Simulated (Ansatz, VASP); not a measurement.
# ZrC2: VASP beside Ansatz

File INCAR:

```
SYSTEM = ZrC2
PREC = Accurate ; ENCUT = 520
EDIFF = 1E-6 ; ISMEAR = 0
SIGMA = 0.1 ; LREAL = .False.
LASPH = .True. ; NELM = 100
ALGO = Normal ; ISIF = 2
LWAVE = .False. ; LCHARG = .True.
GGA = PE ; LELF = .True.
LVHAR = .True. ; NBANDS = 17
```

Contents of KPOINTS:

```
Automatic mesh
0
Gamma
  6 6 6
  0 0 0
```

Contents of POSCAR:

```
ZrC2
1.0
    1.3597841750     -3.4701329257      0.0000000000
    1.3597841750      3.4701329257      0.0000000000
    0.0000000000      0.0000000000      3.1112778519
Zr C
1 2
Direct
    0.0000000000      0.0000000000      0.5000000000
    0.6996752307      0.3003247693      0.0000000000
    0.3003247693      0.6996752307      0.0000000000
```

Input for Ansatz:

```yaml
crystal:
  lattice:
    - [1.359784175, -3.4701329257, 0.0]
    - [1.359784175, 3.4701329257, 0.0]
    - [0.0, 0.0, 3.1112778519]
  atoms:
    - { symbol: Zr, position: [0.0, 0.0, 0.5] }
    - { symbol: C, position: [0.6996752307, 0.3003247693, 0.0] }
    - { symbol: C, position: [0.3003247693, 0.6996752307, 0.0] }
basis:
  ecutwfc: 420
kpoints:
  mp_grid: { grid: [6, 6, 6] }
hamiltonian:
  xc: pbe
scf:
  occupations: { method: gaussian, width: 0.1 }
  lower_state_search: "off"
output:
  forces: true
  stress: true
  eigenvalues: true
```

Change from the starting cell: the structure that the rattled cell fell into.

Alike in both runs: task single point; functional PBE; k mesh 6 × 6 × 6; occupations gaussian, width 0.1 eV; no spin polarisation.

```csv
,VASP,Ansatz
version,VASP 6.6.1,Ansatz 0.2.0
potentials or method,"VASP PAW PBE potentials, release 64 (Zr_sv, C), cutoff 520 eV","scalar-relativistic, plane waves, PAW"
valence electrons in the cell,20,20
```

```csv
,VASP,Ansatz,Ansatz less VASP
gap on the k mesh at the Fermi level (eV),none,none,-
pressure (GPa),0.3,0.0,-0.34
"traceless stress, the component that is largest in VASP (GPa)",1.72,1.47,-0.254
rms of the force components (eV/Å),0.064,0.071,+0.0066
```

Atom by atom the forces differ by 0.007 eV/Å (rms over components). A gap of «none» marks a metal or a gap that the smearing closes.

The k mesh is coarse, so the values compare programs but aren't converged.
